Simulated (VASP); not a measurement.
# AlN in VASP: single point with PBEsol

Aim: the single point of AlN with PBEsol.

All numbers are computed with VASP 6.6.1; they aren't measurements. Logs are shortened: lines on timing, memory, paths and dates and some standing lists are left out, and cuts for length are marked.

**1. The cell of the first run**

The cell holds a slab with vacuum, 24 atoms: a = 3.114 Å, b = 4.983 Å, c = 30.381 Å, α = 90.00°, β = 90.00°, γ = 90.00°.

**2. Single point, PBEsol**

Contents of INCAR:

```
  ALGO = Normal
  DIPOL = 0.5 0.5 0.500
  EDIFF = 1E-6
  ENCUT = 520
  GGA = PS
  GGA_COMPAT = False
  IDIPOL = 3
  ISIF = 2
  ISMEAR = 0
  LASPH = True
  LCHARG = True
  LDIPOL = True
  LELF = True
  LREAL = False
  LVACPOTAV = True
  LVHAR = True
  LWAVE = False
  NBANDS = 66
  NELM = 120
  NELMDL = -8
  PREC = Accurate
  SIGMA = 0.05
```

Contents of KPOINTS:

```
k-points
0
Gamma
  8 6 1
```

Contents of POSCAR:

```
AlN
1.0
    3.1136421600      0.0000000000      0.0000000000
    0.0000000000      4.9830062290      0.0000000000
    0.0000000000      0.0000000000     30.3812971150
Al N
12 12
Direct
    0.0000000000      0.9989997931      0.2633198961
    0.5000000000      0.4989997931      0.2929049091
    0.5000000000      0.9989997931      0.3520749351
    0.0000000000      0.4989997931      0.3816599481
    0.0000000000      0.9989997931      0.4408299740
    0.5000000000      0.4989997931      0.4704149870
    0.5000000000      0.9989997931      0.5295850130
    0.0000000000      0.4989997931      0.5591700260
    0.0000000000      0.9989997931      0.6183400519
    0.5000000000      0.4989997931      0.6479250649
    0.5000000000      0.9989997931      0.7070950909
    0.0000000000      0.4989997931      0.7366801039
    0.0000000000      0.3810002069      0.2633198961
    0.5000000000      0.8810002069      0.2929049091
    0.5000000000      0.3810002069      0.3520749351
    0.0000000000      0.8810002069      0.3816599481
    0.0000000000      0.3810002069      0.4408299740
    0.5000000000      0.8810002069      0.4704149870
    0.5000000000      0.3810002069      0.5295850130
    0.0000000000      0.8810002069      0.5591700260
    0.0000000000      0.3810002069      0.6183400519
    0.5000000000      0.8810002069      0.6479250649
    0.5000000000      0.3810002069      0.7070950909
    0.0000000000      0.8810002069      0.7366801039
```

Potentials or basis: VASP PAW PBE potentials, release 64 (Al, N).

Command:

```
> cat potpaw_PBE.64/Al/POTCAR potpaw_PBE.64/N/POTCAR > POTCAR
> mpirun -np 1 vasp_std > vasp.out
```

OUTCAR:

```text
EDIFF = 1E-6
   ENCUT = 520
   GGA = PS
   ISIF = 2
   ISMEAR = 0
   LASPH = True
   LREAL = False
   NELM = 120
   NELMDL = -8
   PREC = Accurate

 ion  position               nearest neighbor table
   1  0.000  0.999  0.263-  14 1.89  14 1.89  13 1.90   2 3.07   2 3.07   2 3.07   2 3.07   3 3.11
                             3 3.11
   2  0.500  0.499  0.293-  13 1.89  13 1.89  15 1.89  14 1.90   1 3.07   1 3.07   1 3.07   1 3.07
                             3 3.07   3 3.07   4 3.11   4 3.11
   3  0.500  0.999  0.352-  16 1.89  16 1.89  14 1.89  15 1.90   4 3.07   4 3.07   4 3.07   4 3.07
                             2 3.07   2 3.07   5 3.11   5 3.11   1 3.11   1 3.11
   4  0.000  0.499  0.382-  17 1.89  15 1.89  15 1.89  16 1.90   5 3.07   5 3.07   3 3.07   3 3.07
                             3 3.07   3 3.07   6 3.11   6 3.11   2 3.11   2 3.11
   5  0.000  0.999  0.441-  16 1.89  18 1.89  18 1.89  17 1.90   4 3.07   4 3.07   6 3.07   6 3.07
                             6 3.07   6 3.07   3 3.11   3 3.11   7 3.11   7 3.11
   6  0.500  0.499  0.470-  17 1.89  17 1.89  19 1.89  18 1.90   5 3.07   5 3.07   5 3.07   5 3.07
                             7 3.07   7 3.07   4 3.11   4 3.11   8 3.11   8 3.11
   7  0.500  0.999  0.530-  20 1.89  20 1.89  18 1.89  19 1.90   8 3.07   8 3.07   8 3.07   8 3.07
                             6 3.07   6 3.07   9 3.11   9 3.11   5 3.11   5 3.11
   8  0.000  0.499  0.559-  21 1.89  19 1.89  19 1.89  20 1.90   9 3.07   9 3.07   7 3.07   7 3.07
                             7 3.07   7 3.07  10 3.11  10 3.11   6 3.11   6 3.11
   9  0.000  0.999  0.618-  20 1.89  22 1.89  22 1.89  21 1.90   8 3.07   8 3.07  10 3.07  10 3.07
                            10 3.07  10 3.07   7 3.11   7 3.11  11 3.11  11 3.11
  10  0.500  0.499  0.648-  21 1.89  21 1.89  23 1.89  22 1.90   9 3.07   9 3.07   9 3.07   9 3.07
                            11 3.07  11 3.07   8 3.11   8 3.11  12 3.11  12 3.11
  11  0.500  0.999  0.707-  24 1.89  24 1.89  22 1.89  23 1.90  12 3.07  12 3.07  12 3.07  12 3.07
                            10 3.07  10 3.07   9 3.11   9 3.11
  12  0.000  0.499  0.737-  23 1.89  23 1.89  24 1.90  11 3.07  11 3.07  11 3.07  11 3.07  10 3.11
                            10 3.11
  13  0.000  0.381  0.263-   2 1.89   2 1.89   1 1.90
  14  0.500  0.881  0.293-   1 1.89   1 1.89   3 1.89   2 1.90
  15  0.500  0.381  0.352-   4 1.89   4 1.89   2 1.89   3 1.90
  16  0.000  0.881  0.382-   5 1.89   3 1.89   3 1.89   4 1.90
  17  0.000  0.381  0.441-   4 1.89   6 1.89   6 1.89   5 1.90
  18  0.500  0.881  0.470-   5 1.89   5 1.89   7 1.89   6 1.90
  19  0.500  0.381  0.530-   8 1.89   8 1.89   6 1.89   7 1.90
  20  0.000  0.881  0.559-   9 1.89   7 1.89   7 1.89   8 1.90
  21  0.000  0.381  0.618-   8 1.89  10 1.89  10 1.89   9 1.90
  22  0.500  0.881  0.648-   9 1.89   9 1.89  11 1.89  10 1.90
  23  0.500  0.381  0.707-  12 1.89  12 1.89  10 1.89  11 1.90
  24  0.000  0.881  0.737-  11 1.89  11 1.89  12 1.90

  LATTYP: Found a simple orthorhombic cell.
 ALAT       =     3.1136421600
 B/A-ratio  =     1.6003785833
 C/A-ratio  =     9.7574787191

  Lattice vectors:

 A1 = (   3.1136421600,   0.0000000000,   0.0000000000)
 A2 = (   0.0000000000,   4.9830062290,   0.0000000000)
 A3 = (   0.0000000000,   0.0000000000,  30.3812971150)

Analysis of symmetry for initial positions (statically):
=====================================================================
 Subroutine PRICEL returns:
 Original cell was already a primitive cell.

 Routine SETGRP: Setting up the symmetry group for a
 simple orthorhombic supercell.

 Subroutine GETGRP returns: Found  4 space group operations
 (whereof  2 operations were pure point group operations)
 out of a pool of  8 trial point group operations.

The static configuration has the point symmetry C_1h.
 The point group associated with its full space group is C_2v.

Analysis of symmetry for dynamics (positions and initial velocities):
=====================================================================
 Subroutine PRICEL returns:
 Original cell was already a primitive cell.

 Routine SETGRP: Setting up the symmetry group for a
 simple orthorhombic supercell.

 Subroutine GETGRP returns: Found  4 space group operations
 (whereof  2 operations were pure point group operations)
 out of a pool of  8 trial point group operations.

The dynamic configuration has the point symmetry C_1h.
 The point group associated with its full space group is C_2v.

 Subroutine INISYM returns: Found  4 space group operations
 (whereof  2 operations are pure point group operations),
 and found     1 'primitive' translations

----------------------------------------------------------------------------------------

                                     Primitive cell

  volume of cell :     471.3749

[... 75 lines left out ...]

  Length of vectors
     0.040145911  0.033447012  0.032914987

  Shift w.r.t. Gamma in fractional coordinates (k-lattice)
     0.000000000  0.000000000  0.000000000

 Subroutine IBZKPT returns following result:
 ===========================================

 Found     20 irreducible k-points:

 Following reciprocal coordinates:
            Coordinates               Weight
  0.000000  0.000000  0.000000      1.000000
  0.125000  0.000000  0.000000      2.000000
  0.250000  0.000000  0.000000      2.000000
  0.375000  0.000000  0.000000      2.000000
  0.500000  0.000000  0.000000      1.000000
  0.000000  0.166667  0.000000      2.000000
[... 12 lines left out ...]
  0.375000  0.500000  0.000000      2.000000
  0.500000  0.500000  0.000000      1.000000
   k-points           NKPTS =     20   k-points in BZ     NKDIM =     20   number of bands    NBANDS=     66
   number of dos      NEDOS =    301   number of ions     NIONS =     24
   total plane-waves  NPLWV = 230400
   dimension x,y,z NGX =    24 NGY =   40 NGZ =  240
   dimension x,y,z NGXF=    48 NGYF=   80 NGZF=  480
   ions per type =              12  12
   NGX,Y,Z   is equivalent  to a cutoff of  12.81, 13.35, 13.13 a.u.
   NGXF,Y,Z  is equivalent  to a cutoff of  25.63, 26.69, 26.27 a.u.
 SYSTEM =  unknown system
   PREC   = accura    normal or accurate (medium, high low for compatibility)
   ISTART =      0    job   : 0-new  1-cont  2-samecut
   ICHARG =      2    charge: 1-file 2-atom 10-const
   ISPIN  =      1    spin polarized calculation?
   LNONCOLLINEAR =      F non collinear calculations
   LSORBIT =      F    spin-orbit coupling
   LASPH  =      T    aspherical Exc in radial PAW
   ENCUT  =  520.0 eV  38.22 Ry    6.18 a.u.   5.79  9.27 56.49*2*pi/ulx,y,z
   NELM   =    120;   NELMIN=  2; NELMDL= -8     # of ELM steps
   EDIFF  = 0.1E-05   stopping-criterion for ELM
   LREAL  =      F    real-space projection
   EDIFFG = 0.1E-04   stopping-criterion for IOM
   NSW    =      0    number of steps for IOM
   IBRION =     -1    ionic relax: 0-MD 1-quasi-New 2-CG
   NFREE  =      0    steps in history (QN), initial steepest desc. (CG)
   ISIF   =      2    stress and relaxation
   ISYM   =      2    0-nonsym 1-usesym 2-fastsym
   POTIM  = 0.5000    time-step for ionic-motion
   TEBEG  =    0.0;   TEEND  =   0.0 temperature during run
   PSTRESS=    0.0 pullay stress
   NELECT =      96.0000    total number of electrons
   NUPDOWN=      -1.0000    fix difference up-down
   EMIN   =  10.00;   EMAX   =-10.00  energy-range for DOS
   EFERMI =   0.00;   METHOD = LEGACY
   ISMEAR =     0;   SIGMA  =   0.05  broadening in eV -4-tet -1-fermi 0-gaus
   EFERMI_NEDOS =   21; number of points for ismear=-14 and -15
   IALGO  =     38    algorithm
   IMIX   =      4    mixing-type and parameters
     AMIX     =   0.40;   BMIX     =  1.00
     AMIX_MAG =   1.60;   BMIX_MAG =  1.00
  volume/ion in A,a.u.               =      19.64       132.54
  Fermi-wavevector in a.u.,A,eV,Ry     =   0.963185  1.820156 12.622473  0.927726
  Thomas-Fermi vector in A             =   2.092709
   LORBIT       =      0    0 simple, 1 ext, 2 COOP (PROOUT), +10 PAW based schemes
   GGA     = PS    functional components
   LHFCALC =     F    Hartree Fock is set to
   AEXX    =    0.0000 exact exchange contribution
   IVDW    =     0    specifies the selected vdW correction
   LEPSILON=     F    determine dielectric tensor
   LRPA    =     F    only Hartree local field effects (RPA)
 non-spin polarized calculation
 Gauss-broadening in eV      SIGMA  =   0.05
  energy-cutoff  :      520.00
  volume of cell :      471.37
 maximum number of plane-waves:     12738
 NGX is ok and might be reduce to    24
   NGX = 11   NGY = 19   NGZ =113

 number of electron      95.9999990 magnetization

 dipolmoment           0.000000      0.000000      0.000000 electrons x Angstroem

 Free energy of the ion-electron system (eV)
  ---------------------------------------------------
  ext. energy  EPLUGINS =         0.00000000
  ---------------------------------------------------
  free energy    TOTEN  =      -182.37188392 eV

  energy without entropy =     -182.37188392  energy(sigma->0) =     -182.37188392

 E-fermi :   1.4570     XC(G=0):  -6.4815

 val. band max:        1.2081218089   @ k =   0.5000   0.5000   0.0000
 cond. band min:       2.6993888902   @ k =   0.0000   0.0000   0.0000
 fundamental gap:      1.4912670813
 Fermi energy:         1.4570293237

 k-point     1 :       0.0000    0.0000    0.0000
  band No.  band energies     occupation
      1     -14.5174      2.00000
      2     -14.2886      2.00000
      3     -13.9420      2.00000
      4     -13.5068      2.00000
      5     -13.0374      2.00000
      6     -12.6847      2.00000
[... 1249 lines left out ...]
     59       6.8064      0.00000
     60       6.8064      0.00000
 [bands above 60 left out]

------------------------ aborting loop because EDIFF is reached ----------------------------------------

  FORCE on cell =-STRESS in cart. coord.  units (eV):
  Direction    XX          YY          ZZ          XY          YZ          ZX
  --------------------------------------------------------------------------------------
  -------------------------------------------------------------------------------------
  Total       -0.4931699     -9.3765695     -2.7596354      0.0000000      0.0000000      0.0000000
  in kB       -1.6762572    -31.8704442     -9.3798491      0.0000000      0.0000000      0.0000000
  external PRESSURE =     -14.3088502 kB  Pullay stress =       0.0000000 kB

 VOLUME and BASIS-vectors are now :
 -----------------------------------------------------------------------------
  energy-cutoff  :      520.00
  volume of cell :      471.37
      direct lattice vectors                 reciprocal lattice vectors
     3.113642160  0.000000000  0.000000000     0.321167285  0.000000000  0.000000000
     0.000000000  4.983006229  0.000000000     0.000000000  0.200682069  0.000000000
     0.000000000  0.000000000 30.381297115     0.000000000  0.000000000  0.032914987

 POSITION                                       TOTAL-FORCE (eV/Angst)
 -----------------------------------------------------------------------------------
      0.00000      4.97802      8.00000         0.000000      1.840710      1.897700
      1.55682      2.48652      8.89883         0.000000     -1.088003     -1.572673
      1.55682      4.97802     10.69649         0.000000      0.456608      0.210923
      0.00000      2.48652     11.59532         0.000000     -0.168844     -0.124030
      0.00000      4.97802     13.39299         0.000000      0.054498      0.041267
      1.55682      2.48652     14.29182         0.000000     -0.019319     -0.025687
[... 16 lines left out ...]
      1.55682      1.89853     21.48247         0.000000     -0.319947      1.162790
      0.00000      4.39003     22.38130         0.000000     -0.821337     -0.377212
 -----------------------------------------------------------------------------------
    total drift:                                0.000000     -0.001355     -0.000001

  FREE ENERGIE OF THE ION-ELECTRON SYSTEM (eV)
  ---------------------------------------------------
  free  energy   TOTEN  =      -182.3718839175 eV

  energy  without entropy=     -182.3718839175  energy(sigma->0) =     -182.37188392

 vacuum level on the upper side and lower side of the slab         6.235         6.235
```

Wall time 19 min (1 thread of Intel Xeon Platinum 8488C (Sapphire Rapids), shared host); peak memory 0.77 GiB.

Results:

| Quantity | Value |
| --- | --- |
| Free energy | -182.3719 eV |
| Largest force | 2.644 eV/Å |
| Band gap on the k mesh | 1.49 eV, indirect (least direct gap 1.54 eV) |

Forces in eV/Å, atoms in the order of the input:
```
Al   0.000  1.841  1.898
Al   0.000 -1.088 -1.573
Al   0.000  0.457  0.211
Al   0.000 -0.169 -0.124
Al   0.000  0.054  0.041
Al   0.000 -0.019 -0.026
Al   0.000 -0.019  0.026
Al   0.000  0.054 -0.041
Al   0.000 -0.169  0.124
Al   0.000  0.457 -0.211
Al   0.000 -1.088  1.573
Al   0.000  1.841 -1.898
N    0.000 -0.821  0.377
N    0.000 -0.320 -1.163
N    0.000  0.089  0.493
N    0.000 -0.023 -0.197
N    0.000  0.003  0.077
N    0.000 -0.003 -0.044
N    0.000 -0.003  0.044
N    0.000  0.003 -0.077
N    0.000 -0.023  0.197
N    0.000  0.089 -0.493
N    0.000 -0.320  1.163
N    0.000 -0.821 -0.377
```

Levels at points of the mesh, in eV from the valence-band top:
```
           k point  band 44  band 45  band 46  band 47  band 48  band 49  band 50  band 51  band 52  band 53
(0.00, 0.00, 0.00)    -0.71    -0.22    -0.20    -0.04    -0.04     1.49     1.55     3.98     4.76     4.79
(0.50, 0.00, 0.00)    -1.67    -1.62    -1.40    -0.31    -0.31     2.91     2.91     4.80     4.90     5.00
(0.00, 0.50, 0.00)    -1.28    -0.36    -0.36    -0.23    -0.23     1.74     1.74     4.72     4.72     5.15
(0.50, 0.50, 0.00)    -1.57    -1.33    -1.33     0.00     0.00     2.89     2.89     4.53     4.53     4.84
```

Caveat: the PAW data sets were made with another functional, which shifts forces and pressure a little.
